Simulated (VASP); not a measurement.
# Be in VASP: notebook, part 2 of 2

VASP 6.6.1. The steps go on from the part before.

## Step 6: Single point, PBE (strained)

Input file INCAR:

```
PREC     = Accurate       # precision mode
ENCUT    = 520            # plane-wave cutoff, eV
EDIFF    = 1E-6           # SCF threshold, eV
ISMEAR   = 0              # smearing method
SIGMA    = 0.1            # smearing width, eV
LREAL    = F              # projectors in reciprocal space
LASPH    = T              # aspherical terms in the spheres
NELM     = 60             # most SCF steps
ALGO     = Fast           # electronic algorithm
ISIF     = 2              # what is computed and relaxed
LWAVE    = F              # write WAVECAR
LCHARG   = T              # write CHGCAR
GGA      = PE             # functional
LELF     = T              # ELF
LVHAR    = T            
NBANDS   = 7              # bands
```

Input file KPOINTS:

```
regular mesh
0
Gamma
  24 24 24
```

Input file POSCAR:

```
Be
1.0
   -1.2918047951      1.2918047951      1.2918047951
    1.2918047951     -1.2918047951      1.2918047951
    1.2918047951      1.2918047951     -1.2918047951
Be
1
Direct
    0.0000000000      0.0000000000      0.0000000000
```

Potentials or basis: VASP PAW PBE potentials, release 64 (Be).

Run with:

```console
$ cat potpaw_PBE.64/Be/POTCAR > POTCAR
$ mpirun -np 1 vasp_std > vasp.out
```

OUTCAR:

```text
PREC = Accurate
   ENCUT = 520
   EDIFF = 1E-6
   ISMEAR = 0
   LREAL = F
   LASPH = T
   NELM = 60
   ISIF = 2
   GGA = PE

 ion  position               nearest neighbor table
   1  0.000  0.000  0.000-

  LATTYP: Found a body centered cubic cell.
 ALAT       =     2.5836095902

  Lattice vectors:

 A1 = (  -1.2918047951,   1.2918047951,   1.2918047951)
 A2 = (   1.2918047951,  -1.2918047951,   1.2918047951)
 A3 = (   1.2918047951,   1.2918047951,  -1.2918047951)

Analysis of symmetry for initial positions (statically):
=====================================================================
 Subroutine PRICEL returns:
 Original cell was already a primitive cell.

 Routine SETGRP: Setting up the symmetry group for a
 body centered cubic supercell.

 Subroutine GETGRP returns: Found 48 space group operations
 (whereof 48 operations were pure point group operations)
 out of a pool of 48 trial point group operations.

The static configuration has the point symmetry O_h .

Analysis of symmetry for dynamics (positions and initial velocities):
=====================================================================
 Subroutine PRICEL returns:
 Original cell was already a primitive cell.

 Routine SETGRP: Setting up the symmetry group for a
 body centered cubic supercell.

 Subroutine GETGRP returns: Found 48 space group operations
 (whereof 48 operations were pure point group operations)
 out of a pool of 48 trial point group operations.

The dynamic configuration has the point symmetry O_h .

 Subroutine INISYM returns: Found 48 space group operations
 (whereof 48 operations are pure point group operations),
 and found     1 'primitive' translations

----------------------------------------------------------------------------------------

                                     Primitive cell

  volume of cell :       8.6228

  direct lattice vectors                    reciprocal lattice vectors
    -1.291804795  1.291804795  1.291804795     0.000000000  0.387055383  0.387055383
     1.291804795 -1.291804795  1.291804795     0.387055383  0.000000000  0.387055383
     1.291804795  1.291804795 -1.291804795     0.387055383  0.387055383  0.000000000

  length of vectors
     2.237471539  2.237471539  2.237471539     0.547378972  0.547378972  0.547378972

  position of ions in fractional coordinates (direct lattice)
     0.000000000  0.000000000  0.000000000

  ion indices of the primitive-cell ions
   primitive index   ion index
                 1           1

----------------------------------------------------------------------------------------

 KPOINTS: regular mesh

Automatic generation of k-mesh.
 Grid dimensions read from file:
 generate k-points for:   24   24   24

 Generating k-lattice:

  Cartesian coordinates                     Fractional coordinates (reciprocal lattice)
     0.000000000  0.016127308  0.016127308     0.041666667  0.000000000  0.000000000
     0.016127308  0.000000000  0.016127308     0.000000000  0.041666667  0.000000000
     0.016127308  0.016127308  0.000000000     0.000000000  0.000000000  0.041666667

  Length of vectors
     0.022807457  0.022807457  0.022807457

  Shift w.r.t. Gamma in fractional coordinates (k-lattice)
     0.000000000  0.000000000  0.000000000

 Subroutine IBZKPT returns following result:
 ===========================================

 Found    413 irreducible k-points:

 Following reciprocal coordinates:
            Coordinates               Weight
  0.000000  0.000000  0.000000      1.000000
  0.041667  0.000000  0.000000     12.000000
  0.083333  0.000000  0.000000     12.000000
  0.125000  0.000000  0.000000     12.000000
  0.166667  0.000000  0.000000     12.000000
  0.208333  0.000000  0.000000     12.000000
[... 16 lines left out ...]
  0.416667  0.041667  0.000000     48.000000
  0.458333  0.041667  0.000000     48.000000
 [... further k-points ...]
   k-points           NKPTS =    413   k-points in BZ     NKDIM =    413   number of bands    NBANDS=      7
   number of dos      NEDOS =    301   number of ions     NIONS =      1
   total plane-waves  NPLWV =   5832
   dimension x,y,z NGX =    18 NGY =   18 NGZ =   18
   dimension x,y,z NGXF=    36 NGYF=   36 NGZF=   36
   ions per type =               1
   NGX,Y,Z   is equivalent  to a cutoff of  13.37, 13.37, 13.37 a.u.
   NGXF,Y,Z  is equivalent  to a cutoff of  26.75, 26.75, 26.75 a.u.
 SYSTEM =  unknown system
   PREC   = accura    normal or accurate (medium, high low for compatibility)
   ISTART =      0    job   : 0-new  1-cont  2-samecut
   ICHARG =      2    charge: 1-file 2-atom 10-const
   ISPIN  =      1    spin polarized calculation?
   LNONCOLLINEAR =      F non collinear calculations
   LSORBIT =      F    spin-orbit coupling
   LASPH  =      T    aspherical Exc in radial PAW
   ENCUT  =  520.0 eV  38.22 Ry    6.18 a.u.   4.16  4.16  4.16*2*pi/ulx,y,z
   NELM   =     60;   NELMIN=  2; NELMDL= -5     # of ELM steps
   EDIFF  = 0.1E-05   stopping-criterion for ELM
   LREAL  =      F    real-space projection
   EDIFFG = 0.1E-04   stopping-criterion for IOM
   NSW    =      0    number of steps for IOM
   IBRION =     -1    ionic relax: 0-MD 1-quasi-New 2-CG
   NFREE  =      0    steps in history (QN), initial steepest desc. (CG)
   ISIF   =      2    stress and relaxation
   ISYM   =      2    0-nonsym 1-usesym 2-fastsym
   POTIM  = 0.5000    time-step for ionic-motion
   TEBEG  =    0.0;   TEEND  =   0.0 temperature during run
   PSTRESS=    0.0 pullay stress
   NELECT =       2.0000    total number of electrons
   NUPDOWN=      -1.0000    fix difference up-down
   EMIN   =  10.00;   EMAX   =-10.00  energy-range for DOS
   EFERMI =   0.00;   METHOD = LEGACY
   ISMEAR =     0;   SIGMA  =   0.10  broadening in eV -4-tet -1-fermi 0-gaus
   EFERMI_NEDOS =   21; number of points for ismear=-14 and -15
   IALGO  =     68    algorithm
   IMIX   =      4    mixing-type and parameters
     AMIX     =   0.40;   BMIX     =  1.00
     AMIX_MAG =   1.60;   BMIX_MAG =  1.00
  volume/ion in A,a.u.               =       8.62        58.19
  Fermi-wavevector in a.u.,A,eV,Ry     =   1.005853  1.900787 13.765568  1.011741
  Thomas-Fermi vector in A             =   2.138559
   LORBIT       =      0    0 simple, 1 ext, 2 COOP (PROOUT), +10 PAW based schemes
   GGA     = PE    functional components
   LHFCALC =     F    Hartree Fock is set to
   AEXX    =    0.0000 exact exchange contribution
   IVDW    =     0    specifies the selected vdW correction
   LEPSILON=     F    determine dielectric tensor
   LRPA    =     F    only Hartree local field effects (RPA)
 non-spin polarized calculation
 RMM-DIIS sequential band-by-band and
 Gauss-broadening in eV      SIGMA  =   0.10
  energy-cutoff  :      520.00
  volume of cell :        8.62
 maximum number of plane-waves:       241
 NGX is ok and might be reduce to    18
   NGX =  9   NGY =  9   NGZ =  9

 number of electron       2.0000000 magnetization

 Free energy of the ion-electron system (eV)
  ---------------------------------------------------
  ext. energy  EPLUGINS =         0.00000000
  ---------------------------------------------------
  free energy    TOTEN  =        -3.63931719 eV

  energy without entropy =       -3.63810849  energy(sigma->0) =       -3.63871284

 E-fermi :   7.2557     XC(G=0): -10.3310

 val. band max:        7.2539570707   @ k =   0.2917   0.2500   0.1667
 cond. band min:       7.2602371303   @ k =  -0.3750  -0.4167   0.1667
 fundamental gap:      0.0062800596
 Fermi energy:         7.2557337262

 k-point     1 :       0.0000    0.0000    0.0000
  band No.  band energies     occupation
      1      -4.5426      2.00000
      2      25.0870      0.00000
      3      25.0870      0.00000
      4      25.0870      0.00000
      5      36.1088      0.00000
      6      36.1088      0.00000
      7      36.1088      0.00000
[... 221 lines left out ...]
 k-point    24 :       0.4583    0.0417    0.0000
  band No.  band energies     occupation
      1       2.2475      2.00000
      2       7.4211      0.01937
      3      18.3585      0.00000
      4      21.1010      0.00000
      5      27.1189      0.00000
      6      31.6138      0.00000
      7      41.1064      0.00000

 [... further k-points ...]

------------------------ aborting loop because EDIFF is reached ----------------------------------------

  FORCE on cell =-STRESS in cart. coord.  units (eV):
  Direction    XX          YY          ZZ          XY          YZ          ZX
  --------------------------------------------------------------------------------------
  -------------------------------------------------------------------------------------
  Total       -0.5445978     -0.5445978     -0.5445978      0.0000000     -0.0000000      0.0000000
  in kB     -101.1895759   -101.1895759   -101.1895759      0.0000000     -0.0000000      0.0000000
  external PRESSURE =    -101.1895759 kB  Pullay stress =       0.0000000 kB

 VOLUME and BASIS-vectors are now :
 -----------------------------------------------------------------------------
  energy-cutoff  :      520.00
  volume of cell :        8.62
      direct lattice vectors                 reciprocal lattice vectors
    -1.291804795  1.291804795  1.291804795     0.000000000  0.387055383  0.387055383
     1.291804795 -1.291804795  1.291804795     0.387055383  0.000000000  0.387055383
     1.291804795  1.291804795 -1.291804795     0.387055383  0.387055383  0.000000000

 POSITION                                       TOTAL-FORCE (eV/Angst)
 -----------------------------------------------------------------------------------
      0.00000      0.00000      0.00000        -0.000000      0.000000     -0.000000
 -----------------------------------------------------------------------------------
    total drift:                                0.000000      0.000000      0.000000

  FREE ENERGIE OF THE ION-ELECTRON SYSTEM (eV)
  ---------------------------------------------------
  free  energy   TOTEN  =        -3.6393171877 eV

  energy  without entropy=       -3.6381084928  energy(sigma->0) =       -3.63871284
```

It took 39 s on 1 thread of Intel Xeon 8259CL, shared host; peak memory 0.13 GiB.

Results:

| Item | Value |
| --- | --- |
| Free energy | -3.6393 eV |
| Pressure | -10.1 GPa |
| Band gap on the k mesh | zero (bands 1 and 2 overlap by 4.93 eV) |

Levels at points of the mesh, in eV from the Fermi level:
```
           k point  band 1  band 2  band 3  band 4  band 5
(0.00, 0.00, 0.00)  -11.80   17.83   17.83   17.83   28.85
(0.50, 0.00, 0.00)   -4.96    0.02   11.27   14.31   19.19
(0.50, 0.50, 0.50)    3.59    3.59    3.59    9.28    9.28
```

Caveat: the cell differs from its parent crystal (strained); the cell stands under tension.

## Step 7: Single point, PBE (strained)

Input file INCAR:

```
SYSTEM = Be
ALGO = Fast
EDIFF = 1E-6
ENCUT = 520
GGA = PE
ISIF = 2
ISMEAR = 0
LASPH = .TRUE.
LCHARG = .FALSE.
LREAL = .FALSE.
LWAVE = .FALSE.
NBANDS = 7
NELM = 80
PREC = Accurate
SIGMA = 0.1
```

Input file KPOINTS:

```
k-points
0
G
  21 21 21
  0 0 0
```

Input file POSCAR:

```
Be
1.0
   -1.2169433494      1.2670681875      1.2169433494
    1.2670681875     -1.2169433494      1.2169433494
    1.1668185114      1.1668185114     -1.1668185114
Be
1
Direct
    0.0000000000      0.0000000000      0.0000000000
```

Run with:

```console
$ cat potpaw_PBE.64/Be/POTCAR > POTCAR
$ mpirun -np 1 vasp_std > vasp.out
```

Wall time 17 s (1 thread of Intel Xeon 8259CL, shared host); peak memory 0.15 GiB.

Results (log left out):

```
Free energy            : -3.6150 eV
Pressure               : 12.6 GPa
Band gap on the k mesh : zero (bands 1 and 2 overlap by 5.68 eV)
```

Stress tensor (GPa, compression positive):
```
 12.63  11.52 -11.52
 11.52  12.63 -11.52
-11.52 -11.52  12.63
```

Levels at points of the mesh, in eV from the Fermi level:
```tsv
k point	band 1	band 2	band 3	band 4	band 5
(0.00, 0.00, 0.00)	-12.66	20.08	20.08	22.32	31.76
```

Caveat: the cell differs from its parent crystal (strained); the cell stands under pressure.

## Step 8: The runs side by side

```tsv
level	potentials or basis	cell	k mesh	gap on the mesh (eV)	pressure (GPa)
LDA	VASP PAW LDA potentials, release 64 (Be)	a = 2.130 Å, angles 109.5°, 1 atom	24 × 24 × 24	none	0.8
PBE	VASP PAW PBE potentials, release 64 (Be)	a = 2.139 Å, angles 109.5°, 1 atom	24 × 24 × 24	none	5.0
PBE	VASP PAW PBE potentials, release 64 (Be)	a = 2.161 Å, angles 109.5°, 1 atom	24 × 24 × 24	none	0.9
PBEsol	VASP PAW PBE potentials, release 64 (Be)	a = 2.191 Å, angles 109.5°, 1 atom	24 × 24 × 24	none	-4.8
PBE	VASP PAW PBE potentials, release 64 (Be)	a = 2.237 Å, angles 109.5°, 1 atom	24 × 24 × 24	none	-10.1
PBE	VASP PAW PBE potentials, release 64 (Be)	a = 2.137, b = 2.137, c = 2.021 Å, angles 108.4, 108.4, 110.5°, 1 atom	21 × 21 × 21	none	12.6
```

Alike in all rows: task single point; no spin polarisation; cutoff (eV) 520; smearing gaussian 0.1 eV.

Caveats: the cell stands under pressure (at least some runs); the cell stands under tension (at least some runs); the PAW data sets were made with another functional, which shifts forces and pressure a little (at least some runs).

Total energies depend on the potentials used, so only differences within one code and one set of settings carry meaning.
